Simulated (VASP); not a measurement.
A run of VASP 6.6.1:

File POSCAR:

```
Re
1.0
    2.5647005513      0.0000000000      0.0000000000
    0.0000000000      2.5647005513      0.0000000000
    0.0000000000      0.0000000000      2.5647005513
Re
1
Direct
    0.0000000000      0.0000000000      0.0000000000
```

INCAR.step1

```
SYSTEM = Re
ALGO = Normal
EDIFF = 1E-5
ENCUT = 660
GGA = PE
GGA_COMPAT = .False.
ISMEAR = -1
LASPH = .True.
LCHARG = .False.
LREAL = .False.
LWAVE = .True.
NBANDS = 10
NELM = 120
PREC = Accurate
SIGMA = 0.1
```

INCAR.step2

```
SYSTEM = Re
ALGO = Normal
EDIFF = 1E-6
ENCUT = 660
GGA_COMPAT = .False.
ISIF = 2
ISMEAR = -1
ISTART = 1
LASPH = .True.
LCHARG = .False.
LMIXTAU = .True.
LREAL = .False.
LWAVE = .False.
METAGGA = R2SCAN
NBANDS = 10
NELM = 120
PREC = Accurate
SIGMA = 0.1
```

KPOINTS

```
k-points
0
Gamma
  20 20 20
  0 0 0
```

Potentials or basis: VASP PAW PBE potentials, release 64 (Re).

Command:

```console
$ cat potpaw_PBE.64/Re/POTCAR > POTCAR
$ cp INCAR.step1 INCAR
$ mpirun -np 1 vasp_std > vasp.out
$ cp INCAR.step2 INCAR
$ mpirun -np 1 vasp_std > vasp.out
```

Hardware: 1 thread of AMD EPYC 7R13 (shared host).

Q: Estimate the wall time of this run.

A: Run time: 5.3 min on 1 thread of AMD EPYC 7R13, on a shared host, peak memory 0.18 GiB. Counts: k points 286.
